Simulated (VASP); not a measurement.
Here is a VASP 6.6.1 calculation.

Contents of INCAR:

```
SYSTEM = H12CO5
PREC = Accurate
ENCUT = 520
EDIFF = 1E-6
ISMEAR = -1
SIGMA = 0.02
LREAL = Auto
LASPH = .TRUE.
NELM = 60
ALGO = Normal
ISIF = 2
LWAVE = .FALSE.
LCHARG = .FALSE.
GGA = PE
IVDW = 12
NBANDS = 38
```

File KPOINTS:

```
regular mesh
0
G
  1 1 1
  0 0 0
```

The input POSCAR:

```
H12CO5
1.0
    5.5257020000      0.0000000000      0.0000000000
    0.0000000000      5.7014520000      0.0000000000
    0.0000000000      0.0000000000      5.6782470000
O H C
5 12 1
Direct
    0.3223843776      1.0558363028      0.7225821631
    0.8739704023      0.5776598663      0.5523711808
    0.5774650895      0.5108347838      0.9677106332
    0.3403549449      0.4657410077      0.3699381165
    0.9281354659      1.0270366215     -0.0540483709
    0.4176844861      1.0588179993      0.8560916776
    0.3433771854      1.2249511177      0.6540574934
    0.9913853480      0.4375552052      0.5634133210
    0.9789706358      0.6918413064      0.6384012531
    0.5887396751      0.4904890894      0.7958265993
    0.7250843422      0.5501405607      1.0467315001
    0.3134262398      0.5338990840      0.2221636361
    0.5214903011      0.4279260792      0.3699557275
    1.1085469321      0.9547041701      0.2210189166
    1.0730944231      0.9829952089     -0.1041342513
    0.9903176103      1.2638710279      0.1965923638
    0.7697121560      0.9724364951      0.2677763049
    0.9577425638      1.0566080360      0.1869238869
```

Potentials or basis: VASP PAW PBE potentials, release 64 (O, H, C).

Command:

```console
$ cat potpaw_PBE.64/O/POTCAR potpaw_PBE.64/H/POTCAR potpaw_PBE.64/C/POTCAR > POTCAR
$ mpirun -np 1 vasp_gam > vasp.out
```

**Question.** Predict the dispersion energy per atom.

**Answer.** -0.035 eV.

**Question.** What does it give for the band gap on the k mesh?

**Answer.** 3.46 eV.

**Question.** Predict the pressure.

**Answer.** 1.4 GPa.

Stress tensor (GPa, compression positive):
```
 3.23 -2.47 -0.30
-2.47 -5.52  1.68
-0.30  1.68  6.63
```

Caveat: the k points lie up to 1.14 Å⁻¹ apart.
